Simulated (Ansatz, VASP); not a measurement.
**Two plane-wave programs on AlN**

The input POSCAR:

```
AlN
1.0
    3.1064902802      0.0000000000      0.0000000000
   -1.5532451401      2.6902994992      0.0000000000
    0.0000000000      0.0000000000      4.9780207988
Al N
2 2
Direct
    0.3333333333      0.6666666667     -0.0353295201
    0.6666666667      0.3333333333      0.4646704799
    0.3333333333      0.6666666667      0.4173295201
    0.6666666667      0.3333333333      0.9173295201
```

INCAR.step1

```
SYSTEM = AlN
PREC = Accurate
ENCUT = 520
ISMEAR = 0
SIGMA = 0.01
LREAL = .FALSE.
LASPH = .TRUE.
NELM = 60
NBANDS = 16
GGA = PE
ALGO = Normal
EDIFF = 1E-4
LWAVE = .TRUE.
LCHARG = .FALSE.
```

Contents of INCAR.step2:

```
SYSTEM = AlN
PREC = Accurate
ENCUT = 520
EDIFF = 1E-6
ISMEAR = 0
SIGMA = 0.01
LREAL = .FALSE.
LASPH = .TRUE.
NELM = 60
ALGO = Normal
ISIF = 2
LWAVE = .FALSE.
LCHARG = .TRUE.
METAGGA = R2SCAN
LMIXTAU = .TRUE.
LELF = .TRUE.
LVHAR = .TRUE.
NBANDS = 16
ISTART = 1
```

Contents of KPOINTS:

```
Automatic mesh
0
G
  12 12 6
  0 0 0
```

Input for Ansatz:

```yaml
crystal:
  lattice:
    - [3.1064902802, 0.0, 0.0]
    - [-1.5532451401, 2.6902994992, 0.0]
    - [0.0, 0.0, 4.9780207988]
  atoms:
    - { symbol: Al, position: [0.3333333333, 0.6666666667, -0.0353295201] }
    - { symbol: Al, position: [0.6666666667, 0.3333333333, 0.4646704799] }
    - { symbol: "N", position: [0.3333333333, 0.6666666667, 0.4173295201] }
    - { symbol: "N", position: [0.6666666667, 0.3333333333, 0.9173295201] }
basis:
  ecutwfc: 600.0
  xc_grid: 2
kpoints:
  mp_grid: { grid: [12, 12, 6] }
hamiltonian:
  xc: r2scan
  pseudopotentials: { kind: paw, azcp: { folder: soft_1 } }
scf:
  occupations: { method: fixed }
output:
  forces: true
  stress: true
  eigenvalues: true
  polarization: {}
```

Change from the starting cell: polar distortion scaled by 0.40.

Alike in both runs: task single point; functional r2SCAN; k mesh 12 × 12 × 6; no spin polarisation.

|  | VASP | Ansatz |
| --- | --- | --- |
| version | VASP 6.6.1 | Ansatz 0.2.0 |
| potentials or method | VASP PAW PBE potentials, release 64 (Al, N), cutoff 520 eV | scalar-relativistic, plane waves, PAW |
| occupations | gaussian, width 0.01 eV | fixed |
| valence electrons in the cell | 16 | 16 |

VASP gave:

```
gap on the k mesh at the Fermi level (eV)                     : 3.73
least direct gap on the mesh (eV)                             : 3.73
pressure (GPa)                                                : 5.8
traceless stress, the component that is largest in VASP (GPa) : -17.71
rms of the force components (eV/Å)                            : 0.738
```

Task: Estimate Ansatz's values.

Result: gap on the k mesh at the Fermi level (eV): 3.70; least direct gap on the mesh (eV): 3.70; pressure (GPa): 6.0; traceless stress, the component that is largest in VASP (GPa): -17.44; rms of the force components (eV/Å): 0.727.

VASP's potentials were made for PBE, not for r2SCAN. Atom by atom the forces differ by 0.011 eV/Å (rms over components).
